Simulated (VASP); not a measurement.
Input of a VASP 6.6.1 run:

The input POSCAR:

```
Sn3C
1.0
    3.8806938750      0.0000000000      0.0000000000
    0.0000000000      3.8806938750      0.0000000000
    0.0000000000      0.0000000000      6.5575212838
C Sn
1 3
Direct
    0.0000000000      0.0000000000      0.0000000000
    0.0000000000      0.5000000000      0.1788197006
    0.5000000000      0.5000000000      0.5000000000
    0.5000000000      0.0000000000      0.8211802994
```

File INCAR.step1:

```
ALGO     = Normal         # electronic algorithm
EDIFF    = 1E-5           # SCF threshold, eV
ENCUT    = 520            # plane-wave cutoff, eV
GGA      = PE             # functional
GGA_COMPAT= False        
ISIF     = 2              # what is computed and relaxed
ISMEAR   = -1             # smearing method
LASPH    = True           # aspherical terms in the spheres
LCHARG   = False          # write CHGCAR
LREAL    = False          # projectors in reciprocal space
LWAVE    = True           # write WAVECAR
NBANDS   = 31             # bands
NELM     = 120            # most SCF steps
PREC     = Accurate       # precision mode
SIGMA    = 0.02           # smearing width, eV
```

The input INCAR.step2:

```
ALGO     = Normal         # electronic algorithm
EDIFF    = 1E-6           # SCF threshold, eV
ENCUT    = 520            # plane-wave cutoff, eV
GGA      = PE             # functional
GGA_COMPAT= False        
HFSCREEN = 0.2079         # screening, 1/A
ISIF     = 2              # what is computed and relaxed
ISMEAR   = -1             # smearing method
ISTART   = 1            
LASPH    = True           # aspherical terms in the spheres
LCHARG   = False          # write CHGCAR
LHFCALC  = True           # exact exchange
LREAL    = False          # projectors in reciprocal space
LWAVE    = False          # write WAVECAR
NBANDS   = 31             # bands
NELM     = 120            # most SCF steps
PREC     = Accurate       # precision mode
PRECFOCK = Normal       
SIGMA    = 0.02           # smearing width, eV
```

KPOINTS

```
k-points
0
Gamma
  4 4 2
```

Potentials or basis: VASP PAW PBE potentials, release 64 (C, Sn_d).

Run with:

```bash
$ cat potpaw_PBE.64/C/POTCAR potpaw_PBE.64/Sn_d/POTCAR > POTCAR
$ cp INCAR.step1 INCAR
$ mpirun -np 1 vasp_std > vasp.out
$ cp INCAR.step2 INCAR
$ mpirun -np 1 vasp_std > vasp.out
```

Problem. Estimate the largest force.

Solution. 0.580 eV/Å.

Problem. Predict the pressure.

Solution. -0.2 GPa.

Problem. What does it give for the band gap on the k mesh?

Solution. Zero (bands 23 and 24 overlap by 2.24 eV).

Stress tensor (GPa, compression positive):
```
-1.22  0.00  0.00
 0.00 -1.22  0.00
 0.00  0.00  1.79
```

Caveat: the k points lie up to 0.48 Å⁻¹ apart, too coarse for converged energies and pressures of a metal; the PAW data sets were made with another functional, which shifts forces and pressure a little; spin-orbit coupling is left out, which moves the levels of the heavy elements.
